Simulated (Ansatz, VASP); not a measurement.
This is a calculation of CdSe for Ansatz 0.2.0.

Contents of input.yaml:

```yaml
crystal:
  lattice:
    - [0.0, 3.0702711986, 3.0702711986]
    - [3.0702711986, 0.0, 3.0702711986]
    - [3.0702711986, 3.0702711986, 0.0]
  atoms:
    - { symbol: Cd, position: [0.0, 0.0, 0.0] }
    - { symbol: Se, position: [0.25, 0.25, 0.25] }
kpoints:
  mp_grid: { grid: [8, 8, 8] }
scf:
  occupations: { method: fermi_dirac, width: 0.05 }
hamiltonian:
  xc: lda
  pseudopotentials: { kind: all_electron, lapw: { basis_error: 0.001 } }
output:
  forces: true
  stress: true
relax:
  f_tol: 0.005
  max_steps: 60
  cell: {}
```

Potentials or basis: all-electron LAPW, scalar-relativistic.

Run with:

```bash
$ ansatz run input.yaml --threads 1 --pin off --max-ram 3072MiB --backend cpu --events-out ev --progress --plain --runs-dir out
```

Set up the same calculation for VASP 6.6.1. Potentials there: VASP PAW LDA potentials, release 64 (Cd, Se).

As run (the cutoff follows the program's own potentials):

File INCAR:

```
SYSTEM = CdSe
  ALGO = Normal
  EDIFF = 1E-6
  EDIFFG = -0.005
  ENCUT = 600
  GGA = CA
  IBRION = 2
  ISIF = 3
  ISMEAR = -1
  LASPH = .TRUE.
  LCHARG = .FALSE.
  LREAL = .FALSE.
  LWAVE = .FALSE.
  NELM = 80
  NSW = 80
  PREC = Accurate
  SIGMA = 0.05
```

KPOINTS

```
k-points
0
G
  8 8 8
  0 0 0
```

POSCAR

```
CdSe
1.0
    0.0000000000      3.0702711986      3.0702711986
    3.0702711986      0.0000000000      3.0702711986
    3.0702711986      3.0702711986      0.0000000000
Cd Se
1 1
Direct
    0.0000000000      0.0000000000      0.0000000000
    0.2500000000      0.2500000000      0.2500000000
```

Potentials or basis: VASP PAW LDA potentials, release 64 (Cd, Se).

The run is started by

```sh
$ cat potpaw_LDA.64/Cd/POTCAR potpaw_LDA.64/Se/POTCAR > POTCAR
$ mpirun -np 1 vasp_std > vasp.out
```

Both were run:

|  | VASP | Ansatz | Ansatz less VASP |
| --- | --- | --- | --- |
| relaxed volume (Å³/atom) | 27.31 | 27.12 | -0.190 |
| relaxed length of the cell vector where the two differ most in proportion (Å) | 4.259 | 4.249 | -0.0099 |

LDA's correlation is that of Perdew and Zunger in VASP and of Perdew and Wang (1992) in Ansatz. Ansatz ran all-electron here, and VASP with PAW potentials.
